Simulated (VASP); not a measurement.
# Zr (P6_3/mmc) in VASP: a series of runs

Runs on Zr. Level: LDA. Tasks: single point, relaxation of cell and atoms.

Program: VASP 6.6.1. These are calculated values, not measurements. Logs are shortened: lines on timing, memory, paths and dates and some standing lists are left out, and cuts for length are marked.

## 1. The cell of the first run

Symmetry: P6_3/mmc, No. 194, hexagonal system. The conventional cell has a = 3.144 Å, b = 3.144 Å, c = 5.089 Å, α = 90.00°, β = 90.00°, γ = 120.00°. Zr (site symmetry -6m2) has 12 Zr at 3.13 to 3.14 Å within 4.1 Å.

## 2. Single point, LDA

INCAR reads:

```
SYSTEM = Zr
PREC = Accurate
ENCUT = 520
EDIFF = 1E-6
ISMEAR = -1
SIGMA = 0.1
LREAL = .False.
LASPH = .True.
NELM = 100
ALGO = Normal
ISIF = 2
LWAVE = .False.
LCHARG = .True.
GGA = CA
LELF = .True.
LVHAR = .True.
NBANDS = 19
```

KPOINTS reads:

```
Automatic mesh
0
Gamma
  11 11 6
  0 0 0
```

POSCAR reads:

```
Zr
1.0
    3.1439658750      0.0000000000      0.0000000000
   -1.5719829375      2.7227543164      0.0000000000
    0.0000000000      0.0000000000      5.0894642161
Zr
2
Direct
    0.3333333333      0.6666666667      0.2500000000
    0.6666666667      0.3333333333      0.7500000000
```

Potentials or basis: VASP PAW LDA potentials, release 64 (Zr_sv).

Started as:

```console
$ cat potpaw_LDA.64/Zr_sv/POTCAR > POTCAR
$ mpirun -np 1 vasp_std > vasp.out
```

OUTCAR:

```text
SYSTEM = Zr
   PREC = Accurate
   ENCUT = 520
   EDIFF = 1E-6
   ISMEAR = -1
   LREAL = .False.
   LASPH = .True.
   NELM = 100
   ISIF = 2
   GGA = CA

 ion  position               nearest neighbor table
   1  0.333  0.667  0.250-   2 3.13   2 3.13   2 3.13   2 3.13   2 3.13   2 3.13
   2  0.667  0.333  0.750-   1 3.13   1 3.13   1 3.13   1 3.13   1 3.13   1 3.13

  LATTYP: Found a hexagonal cell.
 ALAT       =     3.1439658750
 C/A-ratio  =     1.6188038988

  Lattice vectors:

 A1 = (   3.1439658750,   0.0000000000,   0.0000000000)
 A2 = (  -1.5719829375,   2.7227543164,   0.0000000000)
 A3 = (   0.0000000000,   0.0000000000,   5.0894642161)

Analysis of symmetry for initial positions (statically):
=====================================================================
 Subroutine PRICEL returns:
 Original cell was already a primitive cell.

 Routine SETGRP: Setting up the symmetry group for a
 hexagonal supercell.

 Subroutine GETGRP returns: Found 24 space group operations
 (whereof 12 operations were pure point group operations)
 out of a pool of 24 trial point group operations.

The static configuration has the point symmetry D_3d.
 The point group associated with its full space group is D_6h.

Analysis of symmetry for dynamics (positions and initial velocities):
=====================================================================
 Subroutine PRICEL returns:
 Original cell was already a primitive cell.

 Routine SETGRP: Setting up the symmetry group for a
 hexagonal supercell.

 Subroutine GETGRP returns: Found 24 space group operations
 (whereof 12 operations were pure point group operations)
 out of a pool of 24 trial point group operations.

The dynamic configuration has the point symmetry D_3d.
 The point group associated with its full space group is D_6h.

 Subroutine INISYM returns: Found 24 space group operations
 (whereof 12 operations are pure point group operations),
 and found     1 'primitive' translations

----------------------------------------------------------------------------------------

                                     Primitive cell

  volume of cell :      43.5671

  direct lattice vectors                    reciprocal lattice vectors
     3.143965875  0.000000000  0.000000000     0.318069610  0.183637575  0.000000000
    -1.571982938  2.722754316  0.000000000     0.000000000  0.367275150  0.000000000
     0.000000000  0.000000000  5.089464216     0.000000000  0.000000000  0.196484337

  length of vectors
     3.143965875  3.143965875  5.089464216     0.367275150  0.367275150  0.196484337

  position of ions in fractional coordinates (direct lattice)
     0.333333333  0.666666667  0.250000000
     0.666666667  0.333333333  0.750000000

  ion indices of the primitive-cell ions
   primitive index   ion index
                 1           1
                 2           2

----------------------------------------------------------------------------------------

 KPOINTS: Automatic mesh

Automatic generation of k-mesh.
 Grid dimensions read from file:
 generate k-points for:   11   11    6

 Generating k-lattice:

  Cartesian coordinates                     Fractional coordinates (reciprocal lattice)
     0.028915419  0.016694325  0.000000000     0.090909091 -0.000000000  0.000000000
     0.000000000  0.033388650  0.000000000     0.000000000  0.090909091  0.000000000
     0.000000000  0.000000000  0.032747389     0.000000000  0.000000000  0.166666667

  Length of vectors
     0.033388650  0.033388650  0.032747389

  Shift w.r.t. Gamma in fractional coordinates (k-lattice)
     0.000000000  0.000000000  0.000000000

 Subroutine IBZKPT returns following result:
 ===========================================

 Found     64 irreducible k-points:

 Following reciprocal coordinates:
            Coordinates               Weight
  0.000000  0.000000  0.000000      1.000000
  0.090909 -0.000000  0.000000      6.000000
  0.181818  0.000000  0.000000      6.000000
  0.272727  0.000000  0.000000      6.000000
  0.363636  0.000000  0.000000      6.000000
  0.454545  0.000000  0.000000      6.000000
[... 16 lines left out ...]
  0.090909  0.090909  0.166667     12.000000
  0.181818  0.090909  0.166667     24.000000
 [... further k-points ...]
   k-points           NKPTS =     64   k-points in BZ     NKDIM =     64   number of bands    NBANDS=     19
   number of dos      NEDOS =    301   number of ions     NIONS =      2
   total plane-waves  NPLWV =  23040
   dimension x,y,z NGX =    24 NGY =   24 NGZ =   40
   dimension x,y,z NGXF=    48 NGYF=   48 NGZF=   80
   ions per type =               2
   NGX,Y,Z   is equivalent  to a cutoff of  12.69, 12.69, 13.07 a.u.
   NGXF,Y,Z  is equivalent  to a cutoff of  25.38, 25.38, 26.13 a.u.
 SYSTEM =  Zr
   PREC   = accura    normal or accurate (medium, high low for compatibility)
   ISTART =      0    job   : 0-new  1-cont  2-samecut
   ICHARG =      2    charge: 1-file 2-atom 10-const
   ISPIN  =      1    spin polarized calculation?
   LNONCOLLINEAR =      F non collinear calculations
   LSORBIT =      F    spin-orbit coupling
   LASPH  =      T    aspherical Exc in radial PAW
   ENCUT  =  520.0 eV  38.22 Ry    6.18 a.u.   5.85  5.85  9.46*2*pi/ulx,y,z
   NELM   =    100;   NELMIN=  2; NELMDL= -5     # of ELM steps
   EDIFF  = 0.1E-05   stopping-criterion for ELM
   LREAL  =      F    real-space projection
   EDIFFG = 0.1E-04   stopping-criterion for IOM
   NSW    =      0    number of steps for IOM
   IBRION =     -1    ionic relax: 0-MD 1-quasi-New 2-CG
   NFREE  =      0    steps in history (QN), initial steepest desc. (CG)
   ISIF   =      2    stress and relaxation
   ISYM   =      2    0-nonsym 1-usesym 2-fastsym
   POTIM  = 0.5000    time-step for ionic-motion
   TEBEG  =    0.0;   TEEND  =   0.0 temperature during run
   PSTRESS=    0.0 pullay stress
   NELECT =      24.0000    total number of electrons
   NUPDOWN=      -1.0000    fix difference up-down
   EMIN   =  10.00;   EMAX   =-10.00  energy-range for DOS
   EFERMI =   0.00;   METHOD = LEGACY
   ISMEAR =    -1;   SIGMA  =   0.10  broadening in eV -4-tet -1-fermi 0-gaus
   EFERMI_NEDOS =   21; number of points for ismear=-14 and -15
   IALGO  =     38    algorithm
   IMIX   =      4    mixing-type and parameters
     AMIX     =   0.40;   BMIX     =  1.00
     AMIX_MAG =   1.60;   BMIX_MAG =  1.00
  volume/ion in A,a.u.               =      21.78       147.00
  Fermi-wavevector in a.u.,A,eV,Ry     =   1.342020  2.536051 24.504349  1.801019
  Thomas-Fermi vector in A             =   2.470208
   LORBIT       =      0    0 simple, 1 ext, 2 COOP (PROOUT), +10 PAW based schemes
   GGA     = CA    functional components
   LHFCALC =     F    Hartree Fock is set to
   AEXX    =    0.0000 exact exchange contribution
   IVDW    =     0    specifies the selected vdW correction
   LEPSILON=     F    determine dielectric tensor
   LRPA    =     F    only Hartree local field effects (RPA)
 non-spin polarized calculation
  energy-cutoff  :      520.00
  volume of cell :       43.57
 maximum number of plane-waves:      1182
 NGX is ok and might be reduce to    24
   NGX = 11   NGY = 11   NGZ = 19

 number of electron      23.9999999 magnetization

 Free energy of the ion-electron system (eV)
  ---------------------------------------------------
  ext. energy  EPLUGINS =         0.00000000
  ---------------------------------------------------
  free energy    TOTEN  =       -18.61816524 eV

  energy without entropy =      -18.54921670  energy(sigma->0) =      -18.58369097

 E-fermi :   9.5199     XC(G=0): -11.5998

 val. band max:        9.4578872051   @ k =   0.4545   0.0909   0.0000
 cond. band min:       9.5251879727   @ k =   0.0000   0.0000   0.5000
 fundamental gap:      0.0673007676
 Fermi energy:         9.5198844644

 k-point     1 :       0.0000    0.0000    0.0000
  band No.  band energies     occupation
      1     -38.8804      2.00000
      2     -38.6841      2.00000
      3     -17.6630      2.00000
      4     -16.5803      2.00000
      5     -16.5803      2.00000
      6     -16.4379      2.00000
[... 11 lines left out ...]
     18      11.8967      0.00000
     19      14.3102      0.00000

 k-point     2 :       0.0909   -0.0000    0.0000
  band No.  band energies     occupation
      1     -38.8674      2.00000
      2     -38.6781      2.00000
      3     -17.6315      2.00000
      4     -16.6547      2.00000
      5     -16.6038      2.00000
      6     -16.4955      2.00000
[... 11 lines left out ...]
     18      11.6778      0.00000
     19      14.4684      0.00000

 k-point     3 :       0.1818    0.0000    0.0000
  band No.  band energies     occupation
      1     -38.8318      2.00000
      2     -38.6626      2.00000
      3     -17.5423      2.00000
      4     -16.8535      2.00000
      5     -16.6938      2.00000
      6     -16.6642      2.00000
[... 11 lines left out ...]
     18      12.0110      0.00000
     19      14.7679      0.00000

 k-point     4 :       0.2727    0.0000    0.0000
  band No.  band energies     occupation
      1     -38.7825      2.00000
      2     -38.6444      2.00000
      3     -17.4103      2.00000
      4     -17.1114      2.00000
      5     -16.9394      2.00000
      6     -16.7390      2.00000
[... 11 lines left out ...]
     18      13.0023      0.00000
     19      15.0092      0.00000

 k-point     5 :       0.3636    0.0000    0.0000
  band No.  band energies     occupation
      1     -38.7326      2.00000
      2     -38.6318      2.00000
      3     -17.3446      2.00000
      4     -17.2614      2.00000
      5     -17.1539      2.00000
      6     -16.8049      2.00000
[... 11 lines left out ...]
     18      14.1601      0.00000
     19      15.1451      0.00000
[... 334 lines left out ...]
      2     -38.6386      2.00000
      3     -17.4325      2.00000
      4     -17.2312      2.00000
      5     -17.0976      2.00000
      6     -16.7876      2.00000
[... 11 lines left out ...]
     18      13.9234      0.00000
     19      14.9973      0.00000

 k-point    22 :       0.4545    0.0000    0.1667
  band No.  band energies     occupation
      1     -38.6935      2.00000
      2     -38.6335      2.00000
      3     -17.5299      2.00000
      4     -17.3400      2.00000
      5     -17.0473      2.00000
      6     -16.8248      2.00000
[... 11 lines left out ...]
     18      15.2314      0.00000
     19      15.2630      0.00000

 k-point    23 :       0.0909    0.0909    0.1667
  band No.  band energies     occupation
      1     -38.8316      2.00000
      2     -38.6793      2.00000
      3     -17.5109      2.00000
      4     -16.7554      2.00000
      5     -16.7207      2.00000
      6     -16.6197      2.00000
[... 11 lines left out ...]
     18      12.1114      0.00000
     19      14.5854      0.00000

 k-point    24 :       0.1818    0.0909    0.1667
  band No.  band energies     occupation
      1     -38.7907      2.00000
      2     -38.6607      2.00000
      3     -17.4296      2.00000
      4     -16.9620      2.00000
      5     -16.9082      2.00000
      6     -16.6999      2.00000
[... 11 lines left out ...]
     18      12.7936      0.00000
     19      14.6978      0.00000

 [... further k-points ...]
[... 5 lines left out ...]
  --------------------------------------------------------------------------------------
  -------------------------------------------------------------------------------------
  Total        0.0181371      0.0181371      0.0365275      0.0000000      0.0000000      0.0000000
  in kB        0.6669907      0.6669907      1.3432969      0.0000000      0.0000000      0.0000000
  external PRESSURE =       0.8924261 kB  Pullay stress =       0.0000000 kB

 VOLUME and BASIS-vectors are now :
 -----------------------------------------------------------------------------
  energy-cutoff  :      520.00
  volume of cell :       43.57
      direct lattice vectors                 reciprocal lattice vectors
     3.143965875  0.000000000  0.000000000     0.318069610  0.183637575  0.000000000
    -1.571982938  2.722754316  0.000000000     0.000000000  0.367275150  0.000000000
     0.000000000  0.000000000  5.089464216     0.000000000  0.000000000  0.196484337

 POSITION                                       TOTAL-FORCE (eV/Angst)
 -----------------------------------------------------------------------------------
     -0.00000      1.81517      1.27237         0.000000     -0.000000      0.000000
      1.57198      0.90758      3.81710        -0.000000      0.000000      0.000000
 -----------------------------------------------------------------------------------
    total drift:                               -0.000000      0.000000     -0.000000

  FREE ENERGIE OF THE ION-ELECTRON SYSTEM (eV)
  ---------------------------------------------------
  free  energy   TOTEN  =       -18.6181652359 eV

  energy  without entropy=      -18.5492166962  energy(sigma->0) =      -18.58369097
```

Run time: 20 s. Hardware: 1 thread of Intel Xeon 6975P-C (Granite Rapids), shared host; peak memory 0.16 GiB.

What came out:

```
Free energy            : -18.6182 eV
Pressure               : 0.1 GPa
Band gap on the k mesh : zero (bands 12 and 13 overlap by 1.10 eV)
```

## 3. Relaxation of cell and atoms, LDA

This run uses another cell than the first one, of 23.28 Å³/atom.

INCAR reads:

```
SYSTEM = Zr
PREC = Accurate
ENCUT = 600
EDIFF = 1E-6
ISMEAR = -1
SIGMA = 0.1
LREAL = .FALSE.
LASPH = .TRUE.
NELM = 60
ALGO = Normal
ISIF = 3
LWAVE = .FALSE.
LCHARG = .FALSE.
IBRION = 2
NSW = 80
EDIFFG = -0.01
```

KPOINTS reads:

```
Automatic mesh
0
G
  11 11 6
  0 0 0
```

POSCAR reads:

```
Zr
1.0
    3.2319982225      0.0000000000      0.0000000000
   -1.6159991112      2.7989925656      0.0000000000
    0.0000000000      0.0000000000      5.1470000000
Zr
2
Direct
    0.3333333333      0.6666666667      0.2500000000
    0.6666666667      0.3333333333      0.7500000000
```

Potentials or basis: VASP PAW LDA potentials, release 64 (Zr_sv).

Started as:

```console
$ cat potpaw_LDA.64/Zr_sv/POTCAR > POTCAR
$ mpirun -np 1 vasp_std > vasp.out
```

OUTCAR:

```text
SYSTEM = Zr
   PREC = Accurate
   ENCUT = 600
   EDIFF = 1E-6
   ISMEAR = -1
   LREAL = .FALSE.
   LASPH = .TRUE.
   NELM = 60
   ISIF = 3
   IBRION = 2
   NSW = 80
   EDIFFG = -0.01

 ion  position               nearest neighbor table
   1  0.333  0.667  0.250-   2 3.18   2 3.18   2 3.18   2 3.18   2 3.18   2 3.18
   2  0.667  0.333  0.750-   1 3.18   1 3.18   1 3.18   1 3.18   1 3.18   1 3.18

  LATTYP: Found a hexagonal cell.
 ALAT       =     3.2319982225
 C/A-ratio  =     1.5925132521

  Lattice vectors:

 A1 = (   3.2319982225,   0.0000000000,   0.0000000000)
 A2 = (  -1.6159991112,   2.7989925656,   0.0000000000)
 A3 = (   0.0000000000,   0.0000000000,   5.1470000000)

Analysis of symmetry for initial positions (statically):
=====================================================================
 Subroutine PRICEL returns:
 Original cell was already a primitive cell.
[... 214 lines left out ...]
 cond. band min:      10.3173859885   @ k =   0.4545   0.0909   0.0000
 fundamental gap:      0.0497747606
 Fermi energy:        10.2709217845

 k-point     1 :       0.0000    0.0000    0.0000
  band No.  band energies     occupation
      1     -38.0560      2.00000
      2     -37.7935      2.00000
      3     -16.9842      2.00000
      4     -15.6842      2.00000
      5     -15.6842      2.00000
      6     -15.4794      2.00000
[... 590 lines left out ...]
--------------------------------------- Ionic step        6  -------------------------------------------

 number of electron      24.0000000 magnetization

 Free energy of the ion-electron system (eV)
  ---------------------------------------------------
  ext. energy  EPLUGINS =         0.00000000
  ---------------------------------------------------
  free energy    TOTEN  =       -18.61905384 eV

  energy without entropy =      -18.55005208  energy(sigma->0) =      -18.58455296

 E-fermi :   9.5120     XC(G=0): -11.5967

 val. band max:        9.4485770402   @ k =   0.4545   0.0909   0.0000
 cond. band min:       9.5171693860   @ k =   0.0000   0.0000   0.5000
 fundamental gap:      0.0685923458
 Fermi energy:         9.5119780692

 k-point     1 :       0.0000    0.0000    0.0000
  band No.  band energies     occupation
      1     -38.8895      2.00000
      2     -38.6938      2.00000
      3     -17.6709      2.00000
      4     -16.5904      2.00000
      5     -16.5904      2.00000
      6     -16.4486      2.00000
[... 476 lines left out ...]
  FREE ENERGIE OF THE ION-ELECTRON SYSTEM (eV)
  ---------------------------------------------------
  free  energy   TOTEN  =       -18.6190538361 eV

  energy  without entropy=      -18.5500520823  energy(sigma->0) =      -18.58455296

 reached required accuracy - stopping structural energy minimisation
```

OSZICAR:

```text
N       E                     dE             d eps       ncg     rms          rms(c)
DAV:   1     0.235449778241E+03    0.23545E+03   -0.14564E+04  2048   0.165E+03
DAV:   2    -0.396554817395E+01   -0.23942E+03   -0.23734E+03  2584   0.438E+02
DAV:   3    -0.190388515533E+02   -0.15073E+02   -0.14980E+02  3864   0.842E+01
DAV:   4    -0.193403970747E+02   -0.30155E+00   -0.30142E+00  2248   0.130E+01
[... 48 lines left out ...]
DAV:   1    -0.186244216095E+02   -0.57545E-02   -0.32580E-01  2048   0.536E+00    0.408E-01
DAV:   2    -0.186202205551E+02    0.42011E-02   -0.10416E-02  2360   0.809E-01    0.189E-01
DAV:   3    -0.186190477529E+02    0.11728E-02   -0.46190E-03  2728   0.484E-01    0.317E-02
DAV:   4    -0.186190534002E+02   -0.56473E-05   -0.74857E-05  2424   0.844E-02    0.143E-02
DAV:   5    -0.186190538361E+02   -0.43594E-06   -0.56805E-06  2376   0.188E-02
   6 F= -.18619054E+02 E0= -.18584553E+02  d E =-.160986E-02
```

CONTCAR:

```text
Zr
   1.00000000000000
     3.1446231055653140   -0.0000000000015450    0.0000000000000000
    -1.5723115527353468    2.7233234946824303   -0.0000000000000000
     0.0000000000000000   -0.0000000000000000    5.0906660502888261
  Zr
     2
Direct
     0.3333333332999970    0.6666666667000030    0.2500000000000000
     0.6666666667000030    0.3333333332999970    0.7500000000000000

  0.00000000E+00  0.00000000E+00  0.00000000E+00
  0.00000000E+00  0.00000000E+00  0.00000000E+00
```

Wall time 96 s (1 thread of Intel Xeon 6975P-C (Granite Rapids), shared host); peak memory 0.19 GiB.

What came out:

| Property | Result |
| --- | --- |
| Free energy | -18.6191 eV |
| Relaxed volume | 21.80 Å³/atom |
| Relaxed cell | a = 3.145 Å, b = 3.145 Å, c = 5.091 Å, α = 90.00°, β = 90.00°, γ = 120.00° |
| Space group after relaxing (to 0.1 Å) | P6_3/mmc (No. 194) |
| Energy gained by relaxing | 29.1 meV/atom |
| Ionic steps | 6 |
| Pressure after relaxing | 0.0 GPa |
| Band gap on the k mesh | zero (bands 12 and 13 overlap by 1.10 eV) |

The path:
| step | energy change (eV) | largest force (eV/Å) | pressure (GPa) | volume (Å³) |
| --- | --- | --- | --- | --- |
| 1 | 0.0000 | 0.0000 | -5.96 | 46.56 |
| 2 | 0.0018 | 0.0000 | 7.29 | 40.96 |
| 3 | -0.0566 | 0.0000 | -0.04 | 43.69 |
| 4 | -0.0566 | 0.0000 | 0.09 | 43.64 |
| 5 | -0.0578 | 0.0000 | 0.05 | 43.62 |
| 6 | -0.0582 | 0.0000 | 0.04 | 43.60 |

Final structure:
```cif
data_structure
_symmetry_space_group_name_H-M 'P 1'
_symmetry_Int_Tables_number 1
_cell_length_a 3.1446
_cell_length_b 3.1446
_cell_length_c 5.0907
_cell_angle_alpha 90.000
_cell_angle_beta 90.000
_cell_angle_gamma 120.000
_cell_volume 43.60
loop_
_atom_site_label
_atom_site_type_symbol
_atom_site_fract_x
_atom_site_fract_y
_atom_site_fract_z
_atom_site_occupancy
Zr1 Zr 0.33333 0.66667 0.25000 1
Zr2 Zr 0.66667 0.33333 0.75000 1
```
